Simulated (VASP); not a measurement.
A run of VASP 6.6.1 is set up as follows.

File INCAR:

```
PREC = Accurate
ENCUT = 520
EDIFF = 1E-7
ISMEAR = -1
SIGMA = 0.03
LREAL = False
LASPH = True
NELM = 150
ALGO = Normal
ISIF = 2
LWAVE = False
LCHARG = False
ISPIN = 2
MAGMOM = 4 0 0
LORBIT = 11
LMAXMIX = 4
LDAU = True
LDAUTYPE = 2
LDAUL = 2 -1
LDAUU = 4.5 0
LDAUJ = 0 0
LDAUPRINT = 1
NBANDS = 24
```

Contents of KPOINTS:

```
Automatic mesh
0
Gamma
  11 11 6
```

The input POSCAR:

```
MnO2
1.0
    2.8565781804      0.0000000000      0.0000000000
   -1.4282890902      2.4738692722      0.0000000000
    0.0000000000      0.0000000000      4.6013740589
Mn O
1 2
Direct
    0.0000000000      0.0000000000      0.5000000000
    0.6666666667      0.3333333333      0.2937074300
    0.3333333333      0.6666666667      0.7062925700
```

Potentials or basis: VASP PAW LDA potentials, release 64 (Mn_pv, O).

Run with:

```bash
$ cat potpaw_LDA.64/Mn_pv/POTCAR potpaw_LDA.64/O/POTCAR > POTCAR
$ mpirun -np 1 vasp_std > vasp.out
```

(1) Estimate the band gap on the k mesh.

(2) Estimate the largest force.

Results:

(1) 1.79 eV (least direct gap 1.95 eV).

(2) 0.157 eV/Å.

Caveat: a cell with one magnetic atom can't hold antiferromagnetic order, which such compounds often take.
